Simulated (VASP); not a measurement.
# Ni (P6_3/mmc) in VASP: notebook

Ni is run at these levels: PBE; tasks: single point.

Everything below comes from runs of VASP 6.6.1. Logs are shortened: lines on timing, memory, paths and dates and some standing lists are left out, and cuts for length are marked.

**1. The cell of the first run**

It takes space group P6_3/mmc (No. 194, hexagonal). The conventional cell has a = 2.480 Å, b = 2.480 Å, c = 4.126 Å, α = 90.00°, β = 90.00°, γ = 120.00°. Ni (site symmetry -6m2) has 12 Ni at 2.48 to 2.51 Å within 3.3 Å.

This isn't the form of Ni at room conditions, which is fcc.

**2. Single point, PBE, collinear spin, ferromagnetic start (10.99 Å³/atom)**

INCAR

```
PREC = Accurate
ENCUT = 520
EDIFF = 1E-7
ISMEAR = -1
SIGMA = 0.05
LREAL = False
LASPH = True
NELM = 150
ALGO = Normal
ISIF = 2
LWAVE = False
LCHARG = False
ISPIN = 2
MAGMOM = 1 1
LORBIT = 11
LMAXMIX = 4
GGA = PE
NBANDS = 21
```

KPOINTS

```
regular mesh
0
Gamma
  12 12 7
```

POSCAR

```
Ni
1.0
    2.4802374197      0.0000000000      0.0000000000
   -1.2401187098      2.1479486129      0.0000000000
    0.0000000000      0.0000000000      4.1264032895
Ni
2
Direct
    0.6666666667      0.3333333333      0.7500000000
    0.3333333333      0.6666666667      0.2500000000
```

Potentials or basis: VASP PAW PBE potentials, release 64 (Ni).

Started as:

```console
$ cat potpaw_PBE.64/Ni/POTCAR > POTCAR
$ mpirun -np 1 vasp_std > vasp.out
```

OUTCAR:

```text
PREC = Accurate
   ENCUT = 520
   EDIFF = 1E-7
   ISMEAR = -1
   LREAL = False
   LASPH = True
   NELM = 150
   ISIF = 2
   ISPIN = 2
   LORBIT = 11
   GGA = PE

 ion  position               nearest neighbor table
   1  0.667  0.333  0.750-   2 2.51   2 2.51   2 2.51   2 2.51   2 2.51   2 2.51
   2  0.333  0.667  0.250-   1 2.51   1 2.51   1 2.51   1 2.51   1 2.51   1 2.51

  LATTYP: Found a hexagonal cell.
 ALAT       =     2.4802374197
 C/A-ratio  =     1.6637130207

  Lattice vectors:

 A1 = (   2.4802374197,   0.0000000000,   0.0000000000)
 A2 = (  -1.2401187098,   2.1479486129,   0.0000000000)
 A3 = (   0.0000000000,   0.0000000000,   4.1264032895)

Analysis of symmetry for initial positions (statically):
=====================================================================
 Subroutine PRICEL returns:
 Original cell was already a primitive cell.

 Routine SETGRP: Setting up the symmetry group for a
 hexagonal supercell.

 Subroutine GETGRP returns: Found 24 space group operations
 (whereof 12 operations were pure point group operations)
 out of a pool of 24 trial point group operations.

The static configuration has the point symmetry D_3d.
 The point group associated with its full space group is D_6h.

Analysis of symmetry for dynamics (positions and initial velocities):
=====================================================================
 Subroutine PRICEL returns:
 Original cell was already a primitive cell.

 Routine SETGRP: Setting up the symmetry group for a
 hexagonal supercell.

 Subroutine GETGRP returns: Found 24 space group operations
 (whereof 12 operations were pure point group operations)
 out of a pool of 24 trial point group operations.

The dynamic configuration has the point symmetry D_3d.
 The point group associated with its full space group is D_6h.

Analysis of structural, dynamic, and magnetic symmetry:
=====================================================================
 Subroutine PRICEL returns:
 Original cell was already a primitive cell.

 Routine SETGRP: Setting up the symmetry group for a
 hexagonal supercell.

 Subroutine GETGRP returns: Found 24 space group operations
 (whereof 12 operations were pure point group operations)
 out of a pool of 24 trial point group operations.

The overall configuration has the point symmetry D_3d.
 The point group associated with its full space group is D_6h.

 Subroutine INISYM returns: Found 24 space group operations
 (whereof 12 operations are pure point group operations),
 and found     1 'primitive' translations

----------------------------------------------------------------------------------------

                                     Primitive cell

  volume of cell :      21.9831

  direct lattice vectors                    reciprocal lattice vectors
     2.480237420  0.000000000  0.000000000     0.403187208  0.232780243  0.000000000
    -1.240118710  2.147948613  0.000000000     0.000000000  0.465560486  0.000000000
     0.000000000  0.000000000  4.126403289     0.000000000  0.000000000  0.242341800

  length of vectors
     2.480237420  2.480237420  4.126403289     0.465560486  0.465560486  0.242341800

  position of ions in fractional coordinates (direct lattice)
     0.666666667  0.333333333  0.750000000
     0.333333333  0.666666667  0.250000000

  ion indices of the primitive-cell ions
   primitive index   ion index
                 1           1
                 2           2

----------------------------------------------------------------------------------------

 KPOINTS: regular mesh

Automatic generation of k-mesh.
 Grid dimensions read from file:
 generate k-points for:   12   12    7

 Generating k-lattice:

  Cartesian coordinates                     Fractional coordinates (reciprocal lattice)
     0.033598934  0.019398354  0.000000000     0.083333333 -0.000000000  0.000000000
     0.000000000  0.038796707  0.000000000     0.000000000  0.083333333  0.000000000
     0.000000000  0.000000000  0.034620257     0.000000000  0.000000000  0.142857143

  Length of vectors
     0.038796707  0.038796707  0.034620257

  Shift w.r.t. Gamma in fractional coordinates (k-lattice)
     0.000000000  0.000000000  0.000000000

 Subroutine IBZKPT returns following result:
 ===========================================

 Found     76 irreducible k-points:

 Following reciprocal coordinates:
            Coordinates               Weight
  0.000000  0.000000  0.000000      1.000000
  0.083333  0.000000  0.000000      6.000000
  0.166667  0.000000  0.000000      6.000000
  0.250000  0.000000  0.000000      6.000000
  0.333333  0.000000  0.000000      6.000000
  0.416667  0.000000  0.000000      6.000000
[... 16 lines left out ...]
  0.250000  0.000000  0.142857     12.000000
  0.333333  0.000000  0.142857     12.000000
 [... further k-points ...]
   k-points           NKPTS =     76   k-points in BZ     NKDIM =     76   number of bands    NBANDS=     21
   number of dos      NEDOS =    301   number of ions     NIONS =      2
   total plane-waves  NPLWV =  10368
   dimension x,y,z NGX =    18 NGY =   18 NGZ =   32
   dimension x,y,z NGXF=    36 NGYF=   36 NGZF=   64
   ions per type =               2
   NGX,Y,Z   is equivalent  to a cutoff of  12.07, 12.07, 12.89 a.u.
   NGXF,Y,Z  is equivalent  to a cutoff of  24.13, 24.13, 25.78 a.u.
 SYSTEM =  unknown system
   PREC   = accura    normal or accurate (medium, high low for compatibility)
   ISTART =      0    job   : 0-new  1-cont  2-samecut
   ICHARG =      2    charge: 1-file 2-atom 10-const
   ISPIN  =      2    spin polarized calculation?
   LNONCOLLINEAR =      F non collinear calculations
   LSORBIT =      F    spin-orbit coupling
   LASPH  =      T    aspherical Exc in radial PAW
   ENCUT  =  520.0 eV  38.22 Ry    6.18 a.u.   4.61  4.61  7.67*2*pi/ulx,y,z
   NELM   =    150;   NELMIN=  2; NELMDL= -5     # of ELM steps
   EDIFF  = 0.1E-06   stopping-criterion for ELM
   LREAL  =      F    real-space projection
   EDIFFG = 0.1E-05   stopping-criterion for IOM
   NSW    =      0    number of steps for IOM
   IBRION =     -1    ionic relax: 0-MD 1-quasi-New 2-CG
   NFREE  =      0    steps in history (QN), initial steepest desc. (CG)
   ISIF   =      2    stress and relaxation
   ISYM   =      2    0-nonsym 1-usesym 2-fastsym
   POTIM  = 0.5000    time-step for ionic-motion
   TEBEG  =    0.0;   TEEND  =   0.0 temperature during run
   PSTRESS=    0.0 pullay stress
   NELECT =      20.0000    total number of electrons
   NUPDOWN=      -1.0000    fix difference up-down
   EMIN   =  10.00;   EMAX   =-10.00  energy-range for DOS
   EFERMI =   0.00;   METHOD = LEGACY
   ISMEAR =    -1;   SIGMA  =   0.05  broadening in eV -4-tet -1-fermi 0-gaus
   EFERMI_NEDOS =   21; number of points for ismear=-14 and -15
   IALGO  =     38    algorithm
   IMIX   =      4    mixing-type and parameters
     AMIX     =   0.40;   BMIX     =  1.00
     AMIX_MAG =   1.60;   BMIX_MAG =  1.00
  volume/ion in A,a.u.               =      10.99        74.17
  Fermi-wavevector in a.u.,A,eV,Ry     =   1.586312  2.997695 34.237499  2.516385
  Thomas-Fermi vector in A             =   2.685642
   LORBIT       =     11    0 simple, 1 ext, 2 COOP (PROOUT), +10 PAW based schemes
   GGA     = PE    functional components
   LHFCALC =     F    Hartree Fock is set to
   AEXX    =    0.0000 exact exchange contribution
   IVDW    =     0    specifies the selected vdW correction
   LEPSILON=     F    determine dielectric tensor
   LRPA    =     F    only Hartree local field effects (RPA)
 spin polarized calculation
  energy-cutoff  :      520.00
  volume of cell :       21.98
 maximum number of plane-waves:       605
   NGX =  9   NGY =  9   NGZ = 15

 number of electron      20.0000035 magnetization       1.3005739

 Free energy of the ion-electron system (eV)
  ---------------------------------------------------
  ext. energy  EPLUGINS =         0.00000000
  ---------------------------------------------------
  free energy    TOTEN  =       -10.90064020 eV

  energy without entropy =      -10.86474821  energy(sigma->0) =      -10.88269420

 E-fermi :   9.2529     XC(G=0): -13.1944

 val. band max:        9.2501193300   @ k =   0.0833   0.0833   0.2857
 cond. band min:       9.2546112690   @ k =   0.3333   0.0833   0.4286
 fundamental gap:      0.0044919390
 Fermi energy:         9.2528713550

 spin component 1

 k-point     1 :       0.0000    0.0000    0.0000
  band No.  band energies     occupation
      1       0.2910      1.00000
      2       4.4316      1.00000
      3       6.7610      1.00000
      4       6.9141      1.00000
      5       6.9141      1.00000
      6       7.1607      1.00000
[... 13 lines left out ...]
     20      35.3246      0.00000
     21      39.1587      0.00000
[... 529 lines left out ...]
 k-point    24 :       0.3333    0.0000    0.1429
  band No.  band energies     occupation
      1       3.6716      1.00000
      2       5.2474      1.00000
      3       5.5972      1.00000
      4       6.3033      1.00000
      5       6.8867      1.00000
      6       7.1422      1.00000
[... 13 lines left out ...]
     20      33.6502      0.00000
     21      36.6940      0.00000

 [... further k-points ...]

 spin component 2

 k-point     1 :       0.0000    0.0000    0.0000
  band No.  band energies     occupation
      1       0.2610      1.00000
      2       4.8496      1.00000
      3       7.4997      1.00000
      4       7.6210      1.00000
      5       7.6210      1.00000
      6       7.8863      1.00000
[... 13 lines left out ...]
     20      35.4100      0.00000
     21      39.2399      0.00000
[... 529 lines left out ...]
 k-point    24 :       0.3333    0.0000    0.1429
  band No.  band energies     occupation
      1       3.7443      1.00000
      2       5.7539      1.00000
      3       6.0750      1.00000
      4       6.8655      1.00000
      5       7.5456      1.00000
      6       7.7864      1.00000
[... 13 lines left out ...]
     20      33.7464      0.00000
     21      36.7508      0.00000

 [... further k-points ...]

------------------------ aborting loop because EDIFF is reached ----------------------------------------

  FORCE on cell =-STRESS in cart. coord.  units (eV):
  Direction    XX          YY          ZZ          XY          YZ          ZX
  --------------------------------------------------------------------------------------
  -------------------------------------------------------------------------------------
  Total        0.0158664      0.0158664     -0.4524406      0.0000000      0.0000000      0.0000000
  in kB        1.1563786      1.1563786    -32.9748876      0.0000000      0.0000000      0.0000000
  external PRESSURE =     -10.2207102 kB  Pullay stress =       0.0000000 kB

 VOLUME and BASIS-vectors are now :
 -----------------------------------------------------------------------------
  energy-cutoff  :      520.00
  volume of cell :       21.98
      direct lattice vectors                 reciprocal lattice vectors
     2.480237420  0.000000000  0.000000000     0.403187208  0.232780243  0.000000000
    -1.240118710  2.147948613  0.000000000     0.000000000  0.465560486  0.000000000
     0.000000000  0.000000000  4.126403289     0.000000000  0.000000000  0.242341800

 POSITION                                       TOTAL-FORCE (eV/Angst)
 -----------------------------------------------------------------------------------
      1.24012      0.71598      3.09480        -0.000000      0.000000      0.000000
     -0.00000      1.43197      1.03160         0.000000      0.000000     -0.000000
 -----------------------------------------------------------------------------------
    total drift:                               -0.000000      0.000000     -0.000000

  FREE ENERGIE OF THE ION-ELECTRON SYSTEM (eV)
  ---------------------------------------------------
  free  energy   TOTEN  =       -10.9006402026 eV

  energy  without entropy=      -10.8647482069  energy(sigma->0) =      -10.88269420

 total charge

# of ion       s       p       d       tot
------------------------------------------
    1        0.493   0.489   8.311   9.293
    2        0.493   0.489   8.311   9.293
--------------------------------------------------
tot          0.986   0.977  16.623  18.586

 magnetization (x)

# of ion       s       p       d       tot
------------------------------------------
    1       -0.005  -0.024   0.692   0.663
    2       -0.005  -0.024   0.692   0.663
--------------------------------------------------
tot         -0.009  -0.049   1.383   1.325
```

Run time: 27 s. Hardware: 1 thread of Intel Xeon 6975P-C (Granite Rapids), shared host; peak memory 0.17 GiB.

Results:

```yaml
Free_energy: -10.9006 eV
Pressure: -1.0 GPa
Net_moment: 1.30 μB per cell
Site_moments: Ni +0.66 μB
Valence_electrons_inside_the_program's_atomic_spheres: Ni 9.29
```

Levels at points of the mesh, in eV from the Fermi level:
Spin up:
```
           k point  band 7  band 8  band 9  band 10  band 11  band 12  band 13  band 14  band 15  band 16
(0.00, 0.00, 0.00)   -2.09   -1.60   -1.60    -0.73    -0.73    -0.48     5.31    22.72    24.61    24.61
(0.50, 0.00, 0.00)   -2.07   -0.62   -0.57    -0.51     1.15     3.03     9.17     9.66    12.21    13.05
```
Spin down:
```tsv
k point	band 6	band 7	band 8	band 9	band 10	band 11	band 12	band 13
(0.00, 0.00, 0.00)	-1.37	-1.37	-0.93	-0.93	-0.54	-0.01	-0.01	5.74
(0.50, 0.00, 0.00)	-1.69	-1.37	0.15	0.18	0.30	1.64	3.42	9.28
```

(Part 1 of 2 ends here.)
